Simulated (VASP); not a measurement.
# Li (P6/mmm) in VASP: a series of runs

The runs below take Li through single point, with r2SCAN.

All numbers are computed with VASP 6.6.1; they aren't measurements. Logs are shortened: lines on timing, memory, paths and dates and some standing lists are left out, and cuts for length are marked.

## 1. The cell of the first run

It takes space group P6/mmm (No. 191, hexagonal). Conventional cell: a = 4.990 Å, b = 4.990 Å, c = 2.913 Å, α = 90.00°, β = 90.00°, γ = 120.00°. Within 3.8 Å of Li (site symmetry 6/mmm) lie 14 Li at 2.91 to 3.23 Å. Li (site symmetry -6m2) has 11 Li at 2.88 to 3.23 Å within 3.8 Å.

This isn't the form of Li at room conditions, which is bcc.

## 2. Single point, r2SCAN

Contents of POSCAR:

```
Li
1.0
    4.9897716069      0.0000000000      0.0000000000
   -2.4948807621      4.3212617716      0.0000000000
    0.0000000000      0.0000000000      2.9127157935
Li
3
Direct
    0.0000000000      0.0000000000      0.0000000000
    0.6666666667      0.3333333333      0.5000000000
    0.3333333333      0.6666666667      0.5000000000
```

Contents of INCAR.step1:

```
ALGO = Normal ; EDIFF = 1E-4
ENCUT = 520 ; GGA = PE
ISMEAR = 1 ; LASPH = True
LCHARG = False ; LREAL = False
LWAVE = True ; NBANDS = 12
NELM = 100 ; PREC = Accurate
SIGMA = 0.1
```

Contents of INCAR.step2:

```
ALGO = Normal ; EDIFF = 1E-6
ENCUT = 520 ; ISIF = 2
ISMEAR = 1 ; ISTART = 1
LASPH = True ; LCHARG = True
LELF = True ; LMIXTAU = True
LREAL = False ; LVHAR = True
LWAVE = False ; METAGGA = R2SCAN
NBANDS = 12 ; NELM = 100
PREC = Accurate ; SIGMA = 0.1
```

Contents of KPOINTS:

```
k-points
0
Gamma
  7 7 10
```

Potentials or basis: VASP PAW PBE potentials, release 64 (Li_sv).

Started as:

```sh
cat potpaw_PBE.64/Li_sv/POTCAR > POTCAR
cp INCAR.step1 INCAR
mpirun -np 1 vasp_std > vasp.out
cp INCAR.step2 INCAR
mpirun -np 1 vasp_std > vasp.out
```

OUTCAR:

```text
EDIFF = 1E-6
   ENCUT = 520
   ISIF = 2
   ISMEAR = 1
   ISTART = 1
   LASPH = True
   LREAL = False
   METAGGA = R2SCAN
   NELM = 100
   PREC = Accurate

 ion  position               nearest neighbor table
   1  0.000  0.000  0.000-
   2  0.667  0.333  0.500-
   3  0.333  0.667  0.500-

  LATTYP: Found a hexagonal cell.
 ALAT       =     4.9897716069
 C/A-ratio  =     0.5837372976

  Lattice vectors:

 A1 = (   4.9897716069,   0.0000000000,   0.0000000000)
 A2 = (  -2.4948807621,   4.3212617716,   0.0000000000)
 A3 = (   0.0000000000,   0.0000000000,   2.9127157935)

Analysis of symmetry for initial positions (statically):
=====================================================================
 Subroutine PRICEL returns:
 Original cell was already a primitive cell.

 Routine SETGRP: Setting up the symmetry group for a
 hexagonal supercell.

 Subroutine GETGRP returns: Found 24 space group operations
 (whereof 24 operations were pure point group operations)
 out of a pool of 24 trial point group operations.

The static configuration has the point symmetry D_6h.

Analysis of symmetry for dynamics (positions and initial velocities):
=====================================================================
 Subroutine PRICEL returns:
 Original cell was already a primitive cell.

 Routine SETGRP: Setting up the symmetry group for a
 hexagonal supercell.

 Subroutine GETGRP returns: Found 24 space group operations
 (whereof 24 operations were pure point group operations)
 out of a pool of 24 trial point group operations.

The dynamic configuration has the point symmetry D_6h.

 Subroutine INISYM returns: Found 24 space group operations
 (whereof 24 operations are pure point group operations),
 and found     1 'primitive' translations

----------------------------------------------------------------------------------------

                                     Primitive cell

  volume of cell :      62.8043

  direct lattice vectors                    reciprocal lattice vectors
     4.989771607  0.000000000  0.000000000     0.200409974  0.115706712  0.000000000
    -2.494880762  4.321261772  0.000000000     0.000000000  0.231413891  0.000000000
     0.000000000  0.000000000  2.912715793     0.000000000  0.000000000  0.343322202

  length of vectors
     4.989771607  4.989762852  2.912715793     0.231413485  0.231413891  0.343322202

  position of ions in fractional coordinates (direct lattice)
     0.000000000  0.000000000  0.000000000
     0.666666667  0.333333333  0.500000000
     0.333333333  0.666666667  0.500000000

  ion indices of the primitive-cell ions
   primitive index   ion index
                 1           1
                 2           2
                 3           3

----------------------------------------------------------------------------------------

 KPOINTS: k-points

Automatic generation of k-mesh.
 Grid dimensions read from file:
 generate k-points for:    7    7   10

 Generating k-lattice:

  Cartesian coordinates                     Fractional coordinates (reciprocal lattice)
     0.028629996  0.016529530  0.000000000     0.142857143  0.000000000  0.000000000
     0.000000000  0.033059127  0.000000000     0.000000000  0.142857143  0.000000000
     0.000000000  0.000000000  0.034332220     0.000000000  0.000000000  0.100000000

  Length of vectors
     0.033059069  0.033059127  0.034332220

  Shift w.r.t. Gamma in fractional coordinates (k-lattice)
     0.000000000  0.000000000  0.000000000

 Subroutine IBZKPT returns following result:
 ===========================================

 Found     48 irreducible k-points:

 Following reciprocal coordinates:
            Coordinates               Weight
  0.000000  0.000000  0.000000      1.000000
  0.142857  0.000000  0.000000      6.000000
  0.285714  0.000000  0.000000      6.000000
  0.428571  0.000000  0.000000      6.000000
  0.142857  0.142857  0.000000      6.000000
  0.285714  0.142857  0.000000     12.000000
[... 16 lines left out ...]
  0.428571  0.142857  0.200000     12.000000
  0.285714  0.285714  0.200000     12.000000
 [... further k-points ...]
   k-points           NKPTS =     48   k-points in BZ     NKDIM =     48   number of bands    NBANDS=     12
   number of dos      NEDOS =    301   number of ions     NIONS =      3
   total plane-waves  NPLWV =  38400
   dimension x,y,z NGX =    40 NGY =   40 NGZ =   24
   dimension x,y,z NGXF=    80 NGYF=   80 NGZF=   48
   ions per type =               3
   NGX,Y,Z   is equivalent  to a cutoff of  13.33, 13.33, 13.70 a.u.
   NGXF,Y,Z  is equivalent  to a cutoff of  26.65, 26.65, 27.40 a.u.
 SYSTEM =  unknown system
   PREC   = accura    normal or accurate (medium, high low for compatibility)
   ISTART =      1    job   : 0-new  1-cont  2-samecut
   ICHARG =      0    charge: 1-file 2-atom 10-const
   ISPIN  =      1    spin polarized calculation?
   LNONCOLLINEAR =      F non collinear calculations
   LSORBIT =      F    spin-orbit coupling
   LASPH  =      T    aspherical Exc in radial PAW
   ENCUT  =  520.0 eV  38.22 Ry    6.18 a.u.   9.28  9.28  5.42*2*pi/ulx,y,z
   NELM   =    100;   NELMIN=  2; NELMDL=  0     # of ELM steps
   EDIFF  = 0.1E-05   stopping-criterion for ELM
   LREAL  =      F    real-space projection
   EDIFFG = 0.1E-04   stopping-criterion for IOM
   NSW    =      0    number of steps for IOM
   IBRION =     -1    ionic relax: 0-MD 1-quasi-New 2-CG
   NFREE  =      0    steps in history (QN), initial steepest desc. (CG)
   ISIF   =      2    stress and relaxation
   ISYM   =      2    0-nonsym 1-usesym 2-fastsym
   POTIM  = 0.5000    time-step for ionic-motion
   TEBEG  =    0.0;   TEEND  =   0.0 temperature during run
   PSTRESS=    0.0 pullay stress
   NELECT =       9.0000    total number of electrons
   NUPDOWN=      -1.0000    fix difference up-down
   EMIN   =  10.00;   EMAX   =-10.00  energy-range for DOS
   EFERMI =   0.00;   METHOD = LEGACY
   ISMEAR =     1;   SIGMA  =   0.10  broadening in eV -4-tet -1-fermi 0-gaus
   EFERMI_NEDOS =   21; number of points for ismear=-14 and -15
   IALGO  =     38    algorithm
   IMIX   =      4    mixing-type and parameters
     AMIX     =   0.40;   BMIX     =  1.00
     AMIX_MAG =   1.60;   BMIX_MAG =  1.00
  volume/ion in A,a.u.               =      20.93       141.27
  Fermi-wavevector in a.u.,A,eV,Ry     =   0.856694  1.618918  9.985658  0.733925
  Thomas-Fermi vector in A             =   1.973635
   LORBIT       =      0    0 simple, 1 ext, 2 COOP (PROOUT), +10 PAW based schemes
   METAGGA = R2SCAN    functional components
   LHFCALC =     F    Hartree Fock is set to
   AEXX    =    0.0000 exact exchange contribution
   IVDW    =     0    specifies the selected vdW correction
   LEPSILON=     F    determine dielectric tensor
   LRPA    =     F    only Hartree local field effects (RPA)
 non-spin polarized calculation
 Methfessel and Paxton  Order N= 1 SIGMA  =   0.10
  energy-cutoff  :      520.00
  volume of cell :       62.80
 maximum number of plane-waves:      1709
 NGX is ok and might be reduce to    40
   NGX = 19   NGY = 19   NGZ = 11

 number of electron       8.9999990 magnetization

 Free energy of the ion-electron system (eV)
  ---------------------------------------------------
  ext. energy  EPLUGINS =         0.00000000
  ---------------------------------------------------
  free energy    TOTEN  =        -7.10949113 eV

  energy without entropy =       -7.11009065  energy(sigma->0) =       -7.10969097

 E-fermi :   0.6286     XC(G=0):  -7.3623

 val. band max:        0.6057273199   @ k =   0.2857   0.2857   0.4000
 cond. band min:       0.6656174118   @ k =   0.2857   0.2857   0.3000
 fundamental gap:      0.0598900918
 Fermi energy:         0.6286380812

 k-point     1 :       0.0000    0.0000    0.0000
  band No.  band energies     occupation
      1     -47.6934      2.00000
      2     -47.6747      2.00000
      3     -47.5122      2.00000
      4      -3.2528      2.00000
      5       2.7806      0.00000
      6       2.7809      0.00000
      7       2.8296      0.00000
      8       2.8299      0.00000
      9       6.7212      0.00000
     10       6.9444      0.00000
     11      11.6146      0.00000
     12      15.8776      0.00000

 k-point     2 :       0.1429    0.0000    0.0000
  band No.  band energies     occupation
      1     -47.6925      2.00000
      2     -47.6754      2.00000
      3     -47.5122      2.00000
      4      -3.1191      2.00000
      5       1.4345     -0.00000
      6       1.7601     -0.00000
      7       3.6507      0.00000
      8       4.1955      0.00000
      9       7.2334      0.00000
     10       7.4856      0.00000
     11      11.7791      0.00000
     12      14.9351      0.00000

 k-point     3 :       0.2857    0.0000    0.0000
  band No.  band energies     occupation
      1     -47.6903      2.00000
      2     -47.6776      2.00000
      3     -47.5123      2.00000
      4      -2.7183      2.00000
      5       0.0611      2.00000
      6       1.0624     -0.00000
      7       3.8158      0.00000
      8       5.9253      0.00000
      9       8.2380      0.00000
     10       9.2272      0.00000
     11      12.2690      0.00000
     12      12.9233      0.00000
[... 286 lines left out ...]
 k-point    23 :       0.4286    0.1429    0.2000
  band No.  band energies     occupation
      1     -47.6826      2.00000
      2     -47.6778      2.00000
      3     -47.5087      2.00000
      4      -0.9435      2.00000
      5      -0.8983      2.00000
      6       0.8146     -0.02446
      7       4.8103      0.00000
      8       8.0057      0.00000
      9       8.6340      0.00000
     10       9.5143      0.00000
     11       9.9194      0.00000
     12      10.4175      0.00000

 k-point    24 :       0.2857    0.2857    0.2000
  band No.  band energies     occupation
      1     -47.6819      2.00000
      2     -47.6785      2.00000
      3     -47.5087      2.00000
      4      -1.0596      2.00000
      5      -0.1657      2.00000
      6      -0.1040      2.00000
      7       6.3969      0.00000
      8       6.5171      0.00000
      9       8.2486      0.00000
     10       9.6451      0.00000
     11       9.9578      0.00000
     12      10.4081      0.00000

 [... further k-points ...]
[... 5 lines left out ...]
  --------------------------------------------------------------------------------------
  -------------------------------------------------------------------------------------
  Total       -0.1341169     -0.1341164     -0.0505156     -0.0000002      0.0000000      0.0000000
  in kB       -3.4214062     -3.4213948     -1.2886843     -0.0000040      0.0000000      0.0000000
  external PRESSURE =      -2.7104951 kB  Pullay stress =       0.0000000 kB

 VOLUME and BASIS-vectors are now :
 -----------------------------------------------------------------------------
  energy-cutoff  :      520.00
  volume of cell :       62.80
      direct lattice vectors                 reciprocal lattice vectors
     4.989771607  0.000000000  0.000000000     0.200409974  0.115706712  0.000000000
    -2.494880762  4.321261772  0.000000000     0.000000000  0.231413891  0.000000000
     0.000000000  0.000000000  2.912715793     0.000000000  0.000000000  0.343322202

 POSITION                                       TOTAL-FORCE (eV/Angst)
 -----------------------------------------------------------------------------------
      0.00000      0.00000      0.00000        -0.000000      0.000000      0.000000
      2.49489      1.44042      1.45636         0.000000      0.000000      0.000000
      0.00000      2.88084      1.45636        -0.000000     -0.000000      0.000000
 -----------------------------------------------------------------------------------
    total drift:                               -0.000000      0.000000      0.000000

  FREE ENERGIE OF THE ION-ELECTRON SYSTEM (eV)
  ---------------------------------------------------
  free  energy   TOTEN  =        -7.1094911300 eV

  energy  without entropy=       -7.1100906454  energy(sigma->0) =       -7.10969097
```

Wall time 5.3 min (1 thread of Intel Xeon 8259CL, shared host); peak memory 0.2 GiB.

Results:

```
Free energy            : -7.1095 eV
Band gap on the k mesh : zero (an odd number of electrons rules out a gap without spin polarisation)
```

Levels at points of the mesh, in eV from the Fermi level:
| k point | band 1 | band 2 | band 3 | band 4 | band 5 | band 6 | band 7 | band 8 | band 9 |
| --- | --- | --- | --- | --- | --- | --- | --- | --- | --- |
| (0.00, 0.00, 0.00) | -48.32 | -48.30 | -48.14 | -3.88 | 2.15 | 2.15 | 2.20 | 2.20 | 6.09 |
| (0.00, 0.00, 0.50) | -48.31 | -48.29 | -48.13 | -0.61 | 0.09 | 5.75 | 5.83 | 5.83 | 6.72 |

Caveat: the cutoff is under 1.25 times the usual one of these potentials, so pressure, stress and relaxed cells hold a basis-set (Pulay) error; the PAW data sets were made with another functional, which shifts forces and pressure a little.

(Continued in part 2 of 2.)
